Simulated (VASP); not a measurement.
# MgS (Fm-3m) in VASP: further runs

MgS is run at these levels: PBE; tasks: single point.

All numbers are computed with VASP 6.6.1; they aren't measurements. Logs are shortened: lines on timing, memory, paths and dates and some standing lists are left out, and cuts for length are marked.

## 1. The cell of the first run

The structure is cubic, space group Fm-3m (No. 225). Conventional cell: a = 5.133 Å, b = 5.133 Å, c = 5.133 Å, α = 90.00°, β = 90.00°, γ = 90.00°. Within 3.4 Å of Mg (site symmetry m-3m) lie 6 S at 2.57 Å. S (site symmetry m-3m) has 6 Mg at 2.57 Å within 3.4 Å.

## 2. Single point, PBE (volume scaled by 0.96)

File INCAR:

```
PREC = Accurate ; ENCUT = 520
EDIFF = 1E-6 ; ISMEAR = -1
SIGMA = 0.01 ; LREAL = F
LASPH = T ; NELM = 100
ALGO = Normal ; ISIF = 2
LWAVE = F ; LCHARG = T
GGA = PE ; LELF = T
LVHAR = T ; NBANDS = 11
```

File KPOINTS:

```
Automatic mesh
0
Gamma
  8 8 8
```

File POSCAR:

```
MgS
1.0
    0.0000000000      2.5664882573      2.5664882573
    2.5664882573      0.0000000000      2.5664882573
    2.5664882573      2.5664882573      0.0000000000
Mg S
1 1
Direct
    0.0000000000      0.0000000000      0.0000000000
    0.5000000000      0.5000000000      0.5000000000
```

Potentials or basis: VASP PAW PBE potentials, release 64 (Mg, S).

Launch:

```sh
cat potpaw_PBE.64/Mg/POTCAR potpaw_PBE.64/S/POTCAR > POTCAR
mpirun -np 1 vasp_std > vasp.out
```

OUTCAR:

```text
PREC = Accurate
   ENCUT = 520
   EDIFF = 1E-6
   ISMEAR = -1
   LREAL = F
   LASPH = T
   NELM = 100
   ISIF = 2
   GGA = PE

 ion  position               nearest neighbor table
   1  0.000  0.000  0.000-   2 2.57   2 2.57   2 2.57   2 2.57   2 2.57   2 2.57
   2  0.500  0.500  0.500-   1 2.57   1 2.57   1 2.57   1 2.57   1 2.57   1 2.57

  LATTYP: Found a face centered cubic cell.
 ALAT       =     5.1329765146

  Lattice vectors:

 A1 = (   0.0000000000,   2.5664882573,   2.5664882573)
 A2 = (   2.5664882573,   0.0000000000,   2.5664882573)
 A3 = (   2.5664882573,   2.5664882573,   0.0000000000)

Analysis of symmetry for initial positions (statically):
=====================================================================
 Subroutine PRICEL returns:
 Original cell was already a primitive cell.

 Routine SETGRP: Setting up the symmetry group for a
 face centered cubic supercell.

 Subroutine GETGRP returns: Found 48 space group operations
 (whereof 48 operations were pure point group operations)
 out of a pool of 48 trial point group operations.

The static configuration has the point symmetry O_h .

Analysis of symmetry for dynamics (positions and initial velocities):
=====================================================================
 Subroutine PRICEL returns:
 Original cell was already a primitive cell.

 Routine SETGRP: Setting up the symmetry group for a
 face centered cubic supercell.

 Subroutine GETGRP returns: Found 48 space group operations
 (whereof 48 operations were pure point group operations)
 out of a pool of 48 trial point group operations.

The dynamic configuration has the point symmetry O_h .

 Subroutine INISYM returns: Found 48 space group operations
 (whereof 48 operations are pure point group operations),
 and found     1 'primitive' translations

----------------------------------------------------------------------------------------

                                     Primitive cell

  volume of cell :      33.8102

  direct lattice vectors                    reciprocal lattice vectors
     0.000000000  2.566488257  2.566488257    -0.194818737  0.194818737  0.194818737
     2.566488257  0.000000000  2.566488257     0.194818737 -0.194818737  0.194818737
     2.566488257  2.566488257  0.000000000     0.194818737  0.194818737 -0.194818737

  length of vectors
     3.629562501  3.629562501  3.629562501     0.337435950  0.337435950  0.337435950

  position of ions in fractional coordinates (direct lattice)
     0.000000000  0.000000000  0.000000000
     0.500000000  0.500000000  0.500000000

  ion indices of the primitive-cell ions
   primitive index   ion index
[... 73 lines left out ...]
   NELM   =    100;   NELMIN=  2; NELMDL= -5     # of ELM steps
   EDIFF  = 0.1E-05   stopping-criterion for ELM
   LREAL  =      F    real-space projection
   EDIFFG = 0.1E-04   stopping-criterion for IOM
   NSW    =      0    number of steps for IOM
   IBRION =     -1    ionic relax: 0-MD 1-quasi-New 2-CG
   NFREE  =      0    steps in history (QN), initial steepest desc. (CG)
   ISIF   =      2    stress and relaxation
   ISYM   =      2    0-nonsym 1-usesym 2-fastsym
   POTIM  = 0.5000    time-step for ionic-motion
   TEBEG  =    0.0;   TEEND  =   0.0 temperature during run
   PSTRESS=    0.0 pullay stress
   NELECT =       8.0000    total number of electrons
   NUPDOWN=      -1.0000    fix difference up-down
   EMIN   =  10.00;   EMAX   =-10.00  energy-range for DOS
   EFERMI =   0.00;   METHOD = LEGACY
   ISMEAR =    -1;   SIGMA  =   0.01  broadening in eV -4-tet -1-fermi 0-gaus
   EFERMI_NEDOS =   21; number of points for ismear=-14 and -15
   IALGO  =     38    algorithm
   IMIX   =      4    mixing-type and parameters
     AMIX     =   0.40;   BMIX     =  1.00
     AMIX_MAG =   1.60;   BMIX_MAG =  1.00
  volume/ion in A,a.u.               =      16.91       114.08
  Fermi-wavevector in a.u.,A,eV,Ry     =   1.012563  1.913467 13.949844  1.025285
  Thomas-Fermi vector in A             =   2.145680
   LORBIT       =      0    0 simple, 1 ext, 2 COOP (PROOUT), +10 PAW based schemes
   GGA     = PE    functional components
[... 5 lines left out ...]
 non-spin polarized calculation
  energy-cutoff  :      520.00
  volume of cell :       33.81
 maximum number of plane-waves:       941
   NGX = 13   NGY = 13   NGZ = 13

 number of electron       7.9999998 magnetization

 Free energy of the ion-electron system (eV)
  ---------------------------------------------------
  ext. energy  EPLUGINS =         0.00000000
  ---------------------------------------------------
  free energy    TOTEN  =        -8.47922395 eV

  energy without entropy =       -8.47922395  energy(sigma->0) =       -8.47922395

 E-fermi :   4.3150     XC(G=0):  -9.8578

 val. band max:        4.0975797396   @ k =   0.0000   0.0000   0.0000
 cond. band min:       6.9608699185   @ k =   0.5000   0.5000   0.0000
 fundamental gap:      2.8632901789
 Fermi energy:         4.3150411682

 k-point     1 :       0.0000    0.0000    0.0000
  band No.  band energies     occupation
      1      -8.8084      2.00000
      2       4.0976      2.00000
      3       4.0976      2.00000
      4       4.0976      2.00000
      5       8.1390      0.00000
      6      12.0230      0.00000
      7      12.0230      0.00000
      8      12.0230      0.00000
      9      14.4907      0.00000
     10      14.4907      0.00000
     11      16.7298      0.00000
[... 309 lines left out ...]
 k-point    24 :      -0.3750    0.2500    0.1250
  band No.  band energies     occupation
      1      -7.1832      2.00000
      2      -0.4094      2.00000
      3       1.8384      2.00000
      4       2.8738      2.00000
      5       9.7665      0.00000
      6      10.2921      0.00000
      7      12.6457      0.00000
      8      13.7177      0.00000
      9      16.5438      0.00000
     10      17.7576      0.00000
     11      19.9284      0.00000

 [... further k-points ...]
[... 5 lines left out ...]
  --------------------------------------------------------------------------------------
  -------------------------------------------------------------------------------------
  Total        0.9143837      0.9143837      0.9143837      0.0000000      0.0000000      0.0000000
  in kB       43.3302518     43.3302518     43.3302518      0.0000000      0.0000000      0.0000000
  external PRESSURE =      43.3302518 kB  Pullay stress =       0.0000000 kB

 VOLUME and BASIS-vectors are now :
 -----------------------------------------------------------------------------
  energy-cutoff  :      520.00
  volume of cell :       33.81
      direct lattice vectors                 reciprocal lattice vectors
     0.000000000  2.566488257  2.566488257    -0.194818737  0.194818737  0.194818737
     2.566488257  0.000000000  2.566488257     0.194818737 -0.194818737  0.194818737
     2.566488257  2.566488257  0.000000000     0.194818737  0.194818737 -0.194818737

 POSITION                                       TOTAL-FORCE (eV/Angst)
 -----------------------------------------------------------------------------------
      0.00000      0.00000      0.00000         0.000000      0.000000     -0.000000
      2.56649      2.56649      2.56649        -0.000000     -0.000000      0.000000
 -----------------------------------------------------------------------------------
    total drift:                                0.000000      0.000000      0.000000

  FREE ENERGIE OF THE ION-ELECTRON SYSTEM (eV)
  ---------------------------------------------------
  free  energy   TOTEN  =        -8.4792239523 eV

  energy  without entropy=       -8.4792239523  energy(sigma->0) =       -8.47922395
```

stdout:

```text
POSCAR found type information on POSCAR MgS
 POSCAR found :  2 types and       2 ions
 scaLAPACK will be used
 LDA part: xc-table for (Slater+PW92), standard interpolation
 POSCAR, INCAR and KPOINTS ok, starting setup
 FFT: planning ... GRIDC
 FFT: planning ... GRID_SOFT
 FFT: planning ... GRID
 WAVECAR not read
 entering main loop
```

It took 5.4 s on 1 thread of Intel Xeon 6975P-C (Granite Rapids), shared host; peak memory 0.16 GiB.

What came out:

```
Free energy            : -8.4792 eV
Pressure               : 4.3 GPa
Band gap on the k mesh : 2.86 eV, indirect (least direct gap 4.04 eV)
```

Levels at points of the mesh, in eV from the valence-band top:
| k point | band 1 | band 2 | band 3 | band 4 | band 5 | band 6 | band 7 | band 8 |
| --- | --- | --- | --- | --- | --- | --- | --- | --- |
| (0.00, 0.00, 0.00) | -12.91 | 0.00 | 0.00 | 0.00 | 4.04 | 7.93 | 7.93 | 7.93 |
| (0.50, 0.00, 0.00) | -11.49 | -5.05 | -0.64 | -0.64 | 4.61 | 6.95 | 6.95 | 10.56 |
| (0.50, 0.50, 0.00) | -11.09 | -4.41 | -1.78 | -1.78 | 2.86 | 4.27 | 12.41 | 12.94 |

 A k mesh can miss the band edges.

## 3. Single point, PBE (volume scaled by 0.94)

File INCAR:

```
SYSTEM = MgS
PREC = Accurate
ENCUT = 520
EDIFF = 1E-6
ISMEAR = -1
SIGMA = 0.01
LREAL = .False.
LASPH = .True.
NELM = 60
ALGO = Normal
ISIF = 2
LWAVE = .False.
LCHARG = .False.
GGA = PE
NBANDS = 11
```

File KPOINTS:

```
regular mesh
0
Gamma
  8 8 8
  0 0 0
```

File POSCAR:

```
MgS
1.0
    0.0000000000      2.5485401997      2.5485401997
    2.5485401997      0.0000000000      2.5485401997
    2.5485401997      2.5485401997      0.0000000000
Mg S
1 1
Direct
    0.0000000000      0.0000000000      0.0000000000
    0.5000000000      0.5000000000      0.5000000000
```

Potentials or basis: VASP PAW PBE potentials, release 64 (Mg, S).

Launch:

```sh
cat potpaw_PBE.64/Mg/POTCAR potpaw_PBE.64/S/POTCAR > POTCAR
mpirun -np 1 vasp_std > vasp.out
```

It took 5.2 s on 1 thread of Intel Xeon 6975P-C (Granite Rapids), shared host; peak memory 0.15 GiB.

Results (log left out):

* Free energy: -8.4557 eV
* Pressure: 6.4 GPa
* Band gap on the k mesh: 2.91 eV, indirect (least direct gap 4.22 eV)

Levels at points of the mesh, in eV from the valence-band top:
| k point | band 1 | band 2 | band 3 | band 4 | band 5 | band 6 | band 7 | band 8 | band 9 |
| --- | --- | --- | --- | --- | --- | --- | --- | --- | --- |
| (0.00, 0.00, 0.00) | -13.03 | 0.00 | 0.00 | 0.00 | 4.22 | 7.91 | 7.91 | 7.91 | 10.41 |
| (0.50, 0.00, 0.00) | -11.57 | -5.17 | -0.66 | -0.66 | 4.63 | 6.98 | 6.98 | 10.80 | 12.52 |
| (0.50, 0.50, 0.00) | -11.14 | -4.53 | -1.83 | -1.83 | 2.91 | 4.20 | 12.63 | 12.99 | 14.03 |

 A k mesh can miss the band edges.
